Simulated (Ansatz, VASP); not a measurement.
# Pt: VASP beside Ansatz

Contents of POSCAR:

```
Pt
1.0
    0.0000000000      2.6951100335      2.6951100335
    2.6951100335      0.0000000000      2.6951100335
    2.6951100335      2.6951100335      0.0000000000
Pt
2
Direct
   -0.0875000000     -0.1375000000     -0.1375000000
    0.0875000000      0.1375000000      0.1375000000
```

File INCAR.step1:

```
  PREC = Accurate
  ENCUT = 520
  ISMEAR = -1
  SIGMA = 0.05
  LREAL = False
  LASPH = True
  NELM = 60
  NBANDS = 17
  GGA = PE
  ALGO = Normal
  EDIFF = 1E-4
  LWAVE = True
  LCHARG = False
```

File INCAR.step2:

```
  PREC = Accurate
  ENCUT = 520
  EDIFF = 1E-8
  ISMEAR = -1
  SIGMA = 0.05
  LREAL = False
  LASPH = True
  NELM = 60
  ALGO = Normal
  ISIF = 2
  LWAVE = False
  LCHARG = False
  METAGGA = R2SCAN
  LMIXTAU = True
  LEFG = True
  NBANDS = 17
  ISTART = 1
```

The input KPOINTS:

```
Automatic mesh
0
Gamma
  10 10 10
```

Input for Ansatz:

```yaml
crystal:
  lattice:
    - [0.0, 2.6951100335, 2.6951100335]
    - [2.6951100335, 0.0, 2.6951100335]
    - [2.6951100335, 2.6951100335, 0.0]
  atoms:
    - { symbol: Pt, position: [-0.0875, -0.1375, -0.1375] }
    - { symbol: Pt, position: [0.0875, 0.1375, 0.1375] }
kpoints:
  mp_grid: { grid: [10, 10, 10] }
scf:
  occupations: { method: fermi_dirac, width: 0.05 }
hamiltonian:
  xc: r2scan
  pseudopotentials: { kind: paw }
output:
  forces: true
  stress: true
  eigenvalues: true
  efg: { contact_densities: true }
  populations: true
```

Change from the starting cell: shortest bond scaled by 1.1, PAW files.

Alike in both runs: task electric field gradients; functional r2SCAN; k mesh 10 × 10 × 10; occupations fermi-dirac, width 0.05 eV; no spin polarisation.

|  | VASP | Ansatz |
| --- | --- | --- |
| version | VASP 6.6.1 | Ansatz 0.2.0 |
| potentials or method | VASP PAW PBE potentials, release 64 (Pt) | PAW with Ansatz's default frozen-core files, scalar-relativistic |
| plane-wave cutoff (eV) | 520 | 500 |
| valence electrons in the cell | 20 | 36 |

Ansatz gave:

```
pressure (GPa)                                                : 43.2
traceless stress, the component that is largest in VASP (GPa) : 16.65
rms of the force components (eV/Å)                            : 2.244
size of Vzz on the site where it differs most (V/Å²)          : 84.7
```

Q: Estimate VASP's values.

A: Pressure (GPa): 42.3; traceless stress, the component that is largest in VASP (GPa): 16.27; rms of the force components (eV/Å): 2.216; size of Vzz on the site where it differs most (V/Å²): 87.8.

VASP's potentials were made for PBE, not for r2SCAN. Atom by atom the forces differ by 0.028 eV/Å (rms over components). Both programs put the cell under a high pressure, so it lies far from rest at this level. One of these differences is far larger than is usual between the two programs; its cause wasn't traced. VASP's potentials hold 20 valence electrons a cell and Ansatz's 36, so a difference there can come from the potentials and not from the codes.

Neither program's run includes spin-orbit coupling.
